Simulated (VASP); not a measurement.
# Co2Ru (Fm-3m) in VASP: further runs, part 3 of 3

VASP 6.6.1. The steps go on from the part before.

**4. Relaxation of cell and atoms, PBE, collinear spin, ferromagnetic start**

Contents of INCAR:

```
SYSTEM = Co2Ru
ALGO     = Normal         ! electronic algorithm
EDIFF    = 1E-6           ! SCF threshold, eV
EDIFFG   = -0.04          ! ionic threshold
ENCUT    = 600            ! plane-wave cutoff, eV
GGA      = PE             ! functional
IBRION   = 2              ! ionic algorithm
ISIF     = 3              ! what is computed and relaxed
ISMEAR   = 0              ! smearing method
ISPIN    = 2              ! spin polarisation
LASPH    = .TRUE.         ! aspherical terms in the spheres
LCHARG   = .FALSE.        ! write CHGCAR
LMAXMIX  = 4              ! l up to which the mixer works
LORBIT   = 11             ! projections on sites
LREAL    = .FALSE.        ! projectors in reciprocal space
LWAVE    = .FALSE.        ! write WAVECAR
MAGMOM   = 0.67 0.67 0.37 ! initial moments
NELM     = 150            ! most SCF steps
NSW      = 90             ! ionic steps
PREC     = Accurate       ! precision mode
SIGMA    = 0.1            ! smearing width, eV
```

Contents of KPOINTS:

```
k-points
0
G
  6 6 6
  0 0 0
```

Contents of POSCAR:

```
Co2Ru
1.0
    0.0000000000      2.5285329049      2.5285329049
    2.5285329049      0.0000000000      2.5285329049
    2.5285329049      2.5285329049      0.0000000000
Co Ru
2 1
Direct
    0.2500000000      0.2500000000      0.2500000000
    0.7500000000      0.7500000000      0.7500000000
    0.0000000000      0.0000000000      0.0000000000
```

Potentials or basis: VASP PAW PBE potentials, release 64 (Co, Ru_pv).

Started as:

```sh
$ cat potpaw_PBE.64/Co/POTCAR potpaw_PBE.64/Ru_pv/POTCAR > POTCAR
$ mpirun -np 1 vasp_std > vasp.out
```

OUTCAR:

```text
SYSTEM = Co2Ru
   EDIFF = 1E-6
   EDIFFG = -0.04
   ENCUT = 600
   GGA = PE
   IBRION = 2
   ISIF = 3
   ISMEAR = 0
   ISPIN = 2
   LASPH = .TRUE.
   LORBIT = 11
   LREAL = .FALSE.
   NELM = 150
   NSW = 90
   PREC = Accurate

 ion  position               nearest neighbor table
   1  0.250  0.250  0.250-   3 2.19   3 2.19   3 2.19   3 2.19   2 2.53   2 2.53   2 2.53   2 2.53
                             2 2.53   2 2.53
   2  0.750  0.750  0.750-   3 2.19   3 2.19   3 2.19   3 2.19   1 2.53   1 2.53   1 2.53   1 2.53
                             1 2.53   1 2.53
   3  0.000  0.000  0.000-   2 2.19   2 2.19   2 2.19   1 2.19   2 2.19   1 2.19   1 2.19   1 2.19

  LATTYP: Found a face centered cubic cell.
 ALAT       =     5.0570658098

  Lattice vectors:

 A1 = (   0.0000000000,   2.5285329049,   2.5285329049)
 A2 = (   2.5285329049,   0.0000000000,   2.5285329049)
 A3 = (   2.5285329049,   2.5285329049,   0.0000000000)

Analysis of symmetry for initial positions (statically):
=====================================================================
 Subroutine PRICEL returns:
 Original cell was already a primitive cell.

 Routine SETGRP: Setting up the symmetry group for a
[... 161 lines left out ...]
  energy-cutoff  :      600.00
  volume of cell :       32.33
 maximum number of plane-waves:      1106
 NGX is ok and might be reduce to    30
   NGX = 15   NGY = 15   NGZ = 15

--------------------------------------- Ionic step        1  -------------------------------------------

 number of electron      32.0000000 magnetization       1.5346704

 Free energy of the ion-electron system (eV)
  ---------------------------------------------------
  ext. energy  EPLUGINS =         0.00000000
  ---------------------------------------------------
  free energy    TOTEN  =       -18.74975705 eV

  energy without entropy =      -18.72768669  energy(sigma->0) =      -18.73872187

 E-fermi :  13.0703     XC(G=0): -13.9797

 val. band max:       13.0518014370   @ k =  -0.1667   0.1667   0.0000
 cond. band min:      13.0800057720   @ k =  -0.3333   0.3333   0.1667
 fundamental gap:      0.0282043349
 Fermi energy:        13.0702586790
[... 1698 lines left out ...]
--------------------------------------- Ionic step        5  -------------------------------------------

 number of electron      31.9999985 magnetization       2.3568236

 Free energy of the ion-electron system (eV)
  ---------------------------------------------------
  ext. energy  EPLUGINS =         0.00000000
  ---------------------------------------------------
  free energy    TOTEN  =       -21.05130933 eV

  energy without entropy =      -21.03291431  energy(sigma->0) =      -21.04211182

 E-fermi :   8.5646     XC(G=0): -12.3710

 val. band max:        8.5547315699   @ k =   0.1667   0.0000   0.0000
 cond. band min:       8.5920223497   @ k =   0.0000   0.0000   0.0000
 fundamental gap:      0.0372907798
 Fermi energy:         8.5646411692
[... 801 lines left out ...]
  FREE ENERGIE OF THE ION-ELECTRON SYSTEM (eV)
  ---------------------------------------------------
  free  energy   TOTEN  =       -21.0513093316 eV

  energy  without entropy=      -21.0329143112  energy(sigma->0) =      -21.04211182

 reached required accuracy - stopping structural energy minimisation

 total charge

# of ion       s       p       d       tot
------------------------------------------
    1        0.508   0.422   7.292   8.222
    2        0.508   0.422   7.292   8.222
    3        0.453   6.292   5.995  12.740
--------------------------------------------------
tot          1.469   7.137  20.578  29.184

 magnetization (x)

# of ion       s       p       d       tot
------------------------------------------
    1        0.004  -0.019   0.983   0.969
    2        0.004  -0.019   0.983   0.969
    3       -0.014  -0.019   0.496   0.463
--------------------------------------------------
tot         -0.005  -0.057   2.463   2.401
```

OSZICAR:

```text
N       E                     dE             d eps       ncg     rms          rms(c)
DAV:   1     0.301422399551E+03    0.30142E+03   -0.17419E+04  1368   0.215E+03
DAV:   2    -0.496076862313E+01   -0.30638E+03   -0.29234E+03  1419   0.460E+02
[... 79 lines left out ...]
DAV:   3    -0.211332084563E+02   -0.44617E-01   -0.52730E-01  1952   0.122E+01    0.291E+00
DAV:   4    -0.210542992253E+02    0.78909E-01   -0.26938E-01  1832   0.960E+00    0.763E-01
DAV:   5    -0.210526661896E+02    0.16330E-02   -0.68487E-03  1399   0.787E-01    0.480E-01
DAV:   6    -0.210512399882E+02    0.14262E-02   -0.33134E-03  1722   0.584E-01    0.812E-02
DAV:   7    -0.210512998949E+02   -0.59907E-04   -0.37453E-04  1450   0.192E-01    0.461E-02
DAV:   8    -0.210513090168E+02   -0.91220E-05   -0.15676E-05  1956   0.425E-02    0.225E-02
DAV:   9    -0.210513093316E+02   -0.31475E-06   -0.25269E-06  1113   0.172E-02
   5 F= -.21051309E+02 E0= -.21042112E+02  d E =-.230155E+01  mag=     2.3572
```

Run time: 2.1 min. Hardware: 1 thread of AMD EPYC 9R45 (Zen 5), shared host; peak memory 0.17 GiB.

Results:

* Free energy: -21.0513 eV
* Relaxed volume: 14.15 Å³/atom
* Relaxed cell: a = 3.916 Å, b = 3.916 Å, c = 3.916 Å, α = 60.00°, β = 60.00°, γ = 60.00°
* Space group after relaxing (to 0.1 Å): Fm-3m (No. 225)
* Energy gained by relaxing: 767.2 meV/atom
* Ionic steps: 5
* Pressure after relaxing: 0.2 GPa
* Net moment: 2.36 μB per cell
* Site moments: Co +0.97; Ru +0.46 μB
* Valence electrons inside the program's atomic spheres: Co 8.22; Ru 12.74

The path:
| step | energy change (eV) | largest force (eV/Å) | pressure (GPa) | volume (Å³) |
| --- | --- | --- | --- | --- |
| 1 | 0.0000 | 0.0000 | 94.12 | 32.33 |
| 2 | 1.1767 | 0.0000 | -22.68 | 71.93 |
| 3 | -2.2387 | 0.0000 | -8.23 | 44.81 |
| 4 | -2.2929 | 0.0000 | -3.29 | 43.33 |
| 5 | -2.3016 | 0.0000 | 0.16 | 42.46 |

Final structure:
```
CELL_PARAMETERS angstrom
0.00000 2.76887 2.76887
2.76887 0.00000 2.76887
2.76887 2.76887 0.00000
ATOMIC_POSITIONS crystal
Co 0.25000 0.25000 0.25000
Co 0.75000 0.75000 0.75000
Ru 0.00000 0.00000 0.00000
```

Caveat: the volume moved by over 15 % at a fixed basis, so the end points are rough.

**5. Single point, PBE, collinear spin, ferromagnetic start**

This run uses another cell than the first one, of 14.18 Å³/atom.

Contents of INCAR:

```
ALGO     = Normal         # electronic algorithm
EDIFF    = 1E-7           # SCF threshold, eV
ENCUT    = 520            # plane-wave cutoff, eV
GGA      = PE             # functional
ISIF     = 2              # what is computed and relaxed
ISMEAR   = 0              # smearing method
ISPIN    = 2              # spin polarisation
LASPH    = T              # aspherical terms in the spheres
LCHARG   = F              # write CHGCAR
LMAXMIX  = 4              # l up to which the mixer works
LORBIT   = 11             # projections on sites
LREAL    = F              # projectors in reciprocal space
LWAVE    = F              # write WAVECAR
MAGMOM   = 1.1 1.1 0.49   # initial moments
NBANDS   = 27             # bands
NELM     = 150            # most SCF steps
PREC     = Accurate       # precision mode
SIGMA    = 0.1            # smearing width, eV
```

Contents of KPOINTS:

```
k-points
0
Gamma
  14 14 14
```

Contents of POSCAR:

```
Co2Ru
1.0
    0.0000000000      2.7709098506      2.7709098506
    2.7709098506      0.0000000000      2.7709098506
    2.7709098506      2.7709098506      0.0000000000
Co Ru
2 1
Direct
    0.2500000000      0.2500000000      0.2500000000
    0.7500000000      0.7500000000      0.7500000000
    0.0000000000      0.0000000000      0.0000000000
```

Started as:

```sh
$ cat potpaw_PBE.64/Co/POTCAR potpaw_PBE.64/Ru_pv/POTCAR > POTCAR
$ mpirun -np 1 vasp_std > vasp.out
```

Run time: 2.7 min. Hardware: 1 thread of AMD EPYC 9R45 (Zen 5), shared host; peak memory 0.28 GiB.

Results (log left out):

| Property | Result |
| --- | --- |
| Free energy | -21.0579 eV |
| Pressure | -0.5 GPa |
| Net moment | 2.28 μB per cell |
| Site moments | Co +0.94; Ru +0.45 μB |
| Valence electrons inside the program's atomic spheres | Co 8.22; Ru 12.73 |

Levels at points of the mesh, in eV from the Fermi level:
Spin up:
```csv
k point,band 14,band 15,band 16,band 17,band 18,band 19,band 20,band 21
"(0.00, 0.00, 0.00)",-0.85,-0.43,-0.43,-0.43,0.04,0.04,10.10,10.78
"(0.50, 0.00, 0.00)",-1.66,-1.21,-0.48,-0.48,0.42,0.42,1.51,7.51
"(0.50, 0.50, 0.00)",-1.03,-0.89,-0.70,0.65,0.65,0.71,1.76,2.44
```
Spin down:
| k point | band 11 | band 12 | band 13 | band 14 | band 15 | band 16 | band 17 | band 18 | band 19 | band 20 |
| --- | --- | --- | --- | --- | --- | --- | --- | --- | --- | --- |
| (0.00, 0.00, 0.00) | -2.02 | -2.02 | 0.21 | 0.21 | 0.21 | 0.64 | 0.64 | 1.00 | 1.00 | 10.75 |
| (0.50, 0.00, 0.00) | -1.28 | -1.28 | -0.83 | -0.83 | -0.67 | 0.64 | 0.64 | 1.02 | 1.02 | 1.97 |
| (0.50, 0.50, 0.00) | -1.22 | -0.95 | -0.95 | -0.32 | 0.42 | 0.60 | 1.21 | 1.21 | 1.75 | 2.19 |

**6. Overview**

| task | cell | k mesh | cutoff (eV) | gap on the mesh (eV) | pressure (GPa) | moment (μB) |
| --- | --- | --- | --- | --- | --- | --- |
| single point | a = 3.576 Å, angles 60.0°, 3 atoms | 6 × 6 × 6 | 520 | none | 94.2 | 1.53 |
| single point | a = 3.920 Å, angles 60.0°, 3 atoms | 6 × 6 × 6 | 520 | none | -0.4 | 2.37 |
| relaxation of cell and atoms | relaxed from a = 3.576 Å, angles 60.0°, 3 atoms | 6 × 6 × 6 | 600 | none | 0.2 | 2.36 |
| single point | a = 3.919 Å, angles 60.0°, 3 atoms | 14 × 14 × 14 | 520 | none | -0.5 | 2.28 |

Alike in all rows: level PBE; potentials or basis VASP PAW PBE potentials, release 64 (Co, Ru_pv); spin collinear, ferromagnetic start; smearing gaussian 0.1 eV.

Caveats: the cell stands under pressure (at least some runs); an empty level that is flat over the whole mesh can mark a ghost state of the potentials, or a narrow d or f band (at least some runs); the volume moved by over 15 % at a fixed basis, so the end points are rough (at least some runs).

Total energies depend on the potentials used, so only differences within one code and one set of settings carry meaning.
